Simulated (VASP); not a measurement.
Here is a VASP 6.6.1 calculation.

File INCAR:

```
ALGO = Normal
EDIFF = 1E-7
ENCUT = 520
GGA = PS
ISIF = 2
ISMEAR = 0
LASPH = T
LCHARG = T
LELF = T
LREAL = F
LVHAR = T
LWAVE = F
NBANDS = 58
NELM = 80
PREC = Accurate
SIGMA = 0.15
```

File KPOINTS:

```
k-points
0
Gamma
  8 8 8
```

File POSCAR:

```
W3O
1.0
    4.9038199110      0.0000000000      0.0000000000
    0.0000000000      4.9038199110      0.0000000000
    0.0000000000      0.0000000000      4.6864091760
W O
6 2
Direct
    0.5000000000      0.7500000000      0.0000000000
    0.0000000000      0.5000000000      0.7500000000
    0.2500000000      0.0000000000      0.5000000000
    0.5000000000      0.2500000000      0.0000000000
    0.0000000000      0.5000000000      0.2500000000
    0.7500000000      0.0000000000      0.5000000000
    0.5000000000      0.5000000000      0.5000000000
    0.0000000000      0.0000000000      0.0000000000
```

Potentials or basis: VASP PAW PBE potentials, release 64 (W_sv, O).

Run with:

```bash
$ cat potpaw_PBE.64/W_sv/POTCAR potpaw_PBE.64/O/POTCAR > POTCAR
$ mpirun -np 1 vasp_std > vasp.out
```

Q: Predict the pressure.

A: 1.4 GPa.

Q: What does it give for the band gap on the k mesh?

A: Zero (bands 48 and 49 overlap by 0.81 eV).

Q: Predict the largest force.

A: 0.355 eV/Å.

Stress tensor (GPa, compression positive):
```
-0.69  0.00  0.00
 0.00 -0.69  0.00
 0.00  0.00  5.66
```

Caveat: the cell differs from its parent crystal (strain +0.015 along x and y, -0.030 along z); the PAW data sets were made with another functional, which shifts forces and pressure a little; spin-orbit coupling is left out, which moves the levels of the heavy elements.
